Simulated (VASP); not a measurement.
The system is PtS2.

```xyz
6
Lattice="4.6397 0.0000 0.0000 0.0000 4.6397 0.0000 0.0000 0.0000 6.9431" Properties=species:S:1:pos:R:3 pbc="T T T"
Pt    0.0000    0.0000    0.0000
Pt    2.3198    2.3198    3.4716
S     3.4798    3.4798    5.2073
S     1.1599    1.1599    5.2073
S     3.4798    1.1599    1.7358
S     1.1599    3.4798    1.7358
```

The cell was generated, and may not be a known phase.

| Item | Value |
| --- | --- |
| Program | VASP 6.6.1 |
| Task | relaxation of cell and atoms |
| Functional | PBE |
| Potentials or basis | VASP PAW PBE potentials, release 64 (Pt, S) |
| Cutoff | 600 eV |
| k mesh | 4 × 4 × 4 |
| Occupations | gaussian, width 0.1 eV |
| Spin | no spin polarisation |

At the start: pressure -7.8 GPa; volume 24.91 Å³/atom.

Question: How do energy, volume and symmetry change on relaxing?

Answer: Over 13 steps the energy falls by 236.3 meV/atom and the volume is 23.42 Å³/atom (-6.0 %); space group P4_2/nnm (No. 134, to 0.1 Å) before, Pn-3m (No. 224, to 0.1 Å).

The path:
```tsv
step	energy change (eV)	largest force (eV/Å)	pressure (GPa)	volume (Å³)
1	0.0000	0.0000	-7.81	149.46
2	-0.3998	0.0000	7.60	124.57
3	-0.5600	0.0000	0.81	132.30
4	-0.6405	0.0000	0.97	133.23
5	-0.9503	0.0000	1.12	135.62
6	-1.3707	0.0000	1.20	138.38
7	-0.9079	0.0000	1.05	134.49
8	-1.3851	0.0000	1.17	138.50
9	-1.4082	0.0000	1.20	138.65
10	-1.2295	0.0000	-5.05	151.16
11	-1.4145	0.0000	0.02	140.55
12	-1.4145	0.0000	0.06	140.47
13	-1.4180	0.0000	0.03	140.53
```

Final structure:
```
Pt S
1.0
     5.22128    0.00000    0.00000
     0.00000    5.22128    0.00000
     0.00000    0.00000    5.15477
Pt S
2 4
Direct
  0.00000 0.00000 0.00000
  0.50000 0.50000 0.50000
  0.75000 0.75000 0.75000
  0.25000 0.25000 0.75000
  0.75000 0.25000 0.25000
  0.25000 0.75000 0.25000
```

Caveat: a cell axis changed by over 15 % at a fixed basis, so the end point is rough.
